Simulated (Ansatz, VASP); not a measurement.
GdO: VASP beside Ansatz

INCAR

```
  ALGO = Normal
  EDIFF = 1E-7
  ENCUT = 520
  GGA = PE
  ISIF = 2
  ISMEAR = 0
  ISPIN = 2
  LASPH = T
  LCHARG = T
  LELF = T
  LMAXMIX = 6
  LORBIT = 11
  LREAL = F
  LVHAR = T
  LWAVE = F
  MAGMOM = 7 0
  NBANDS = 23
  NELM = 150
  PREC = Accurate
  SIGMA = 0.022
```

The input KPOINTS:

```
k-points
0
Gamma
  9 9 9
```

POSCAR

```
GdO
1.0
    2.8018137600      0.0000000000      0.0000000000
    0.0000000000      2.8018137600      0.0000000000
    0.0000000000      0.0000000000      2.8018137600
Gd O
1 1
Direct
    0.0000000000      0.0000000000      0.0000000000
    0.5000000000      0.5000000000      0.5000000000
```

input.yaml

```yaml
crystal:
  lattice:
    - [2.80181376, 0.0, 0.0]
    - [0.0, 2.80181376, 0.0]
    - [0.0, 0.0, 2.80181376]
  atoms:
    - { symbol: Gd, position: [0.0, 0.0, 0.0], spin: 7.0 }
    - { symbol: O, position: [0.5, 0.5, 0.5] }
hamiltonian:
  xc: pbe
  pseudopotentials: { kind: paw }
magnetization:
  spin_polarized: true
kpoints:
  mp_grid: { grid: [9, 9, 9] }
scf:
  occupations: { method: gaussian, width: 0.022 }
output:
  forces: true
  stress: true
  eigenvalues: true
```

Alike in both runs: task single point; functional PBE; k mesh 9 × 9 × 9; occupations gaussian, width 0.022 eV; collinear spin.

|  | VASP | Ansatz |
| --- | --- | --- |
| version | VASP 6.6.1 | Ansatz 0.2.0 |
| potentials or method | VASP PAW PBE potentials, release 64 (Gd, O) | Ansatz PAW |
| plane-wave cutoff (eV) | 520 | 420 |
| valence electrons in the cell | 24 | 24 |

Ansatz gave:

| Quantity | Value |
| --- | --- |
| gap on the k mesh at the Fermi level (eV) | none |
| net moment per atom (μB) | 3.48 |
| size of the moment on the site where the two differ most (μB) | 6.72 |

Problem. Estimate VASP's values.

Solution. gap on the k mesh at the Fermi level (eV): none; net moment per atom (μB): 3.48; size of the moment on the site where the two differ most (μB): 6.70.

Site moments also hang on the region over which each program counts them. A gap of «none» marks a metal or a gap that the smearing closes.

Spin-orbit coupling is off throughout.
